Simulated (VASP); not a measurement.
A run of VASP 6.6.1:

Contents of INCAR:

```
SYSTEM = Rh
ALGO = Normal ; EDIFF = 1E-7
ENCUT = 520 ; GGA = PE
ISIF = 2 ; ISMEAR = -1
LASPH = .TRUE. ; LCHARG = .FALSE.
LREAL = .FALSE. ; LWAVE = .FALSE.
NBANDS = 22 ; NELM = 60
PREC = Accurate ; SIGMA = 0.05
```

KPOINTS

```
k-points
0
G
  13 13 13
  0 0 0
```

File POSCAR:

```
Rh
1.0
    0.0000000000      2.6301692825      2.6301692825
    2.6301692825      0.0000000000      2.6301692825
    2.6301692825      2.6301692825      0.0000000000
Rh
2
Direct
   -0.1250000000     -0.1250000000     -0.1250000000
    0.1250000000      0.1250000000      0.1250000000
```

Potentials or basis: VASP PAW PBE potentials, release 64 (Rh_pv).

The run is started by

```bash
$ cat potpaw_PBE.64/Rh_pv/POTCAR > POTCAR
$ mpirun -np 1 vasp_std > vasp.out
```

Hardware: 1 thread of Intel(R) Xeon(R) Platinum 8259CL CPU @ 2.50GHz (Skylake/Cascade Lake), on a shared host.

Q: Estimate the wall time of this run.

A: Run time: 60 s on 1 thread of Intel(R) Xeon(R) Platinum 8259CL CPU @ 2.50GHz (Skylake/Cascade Lake), with other jobs on the host, peak memory 0.19 GiB. Counts: scf iterations 13, k points 84.
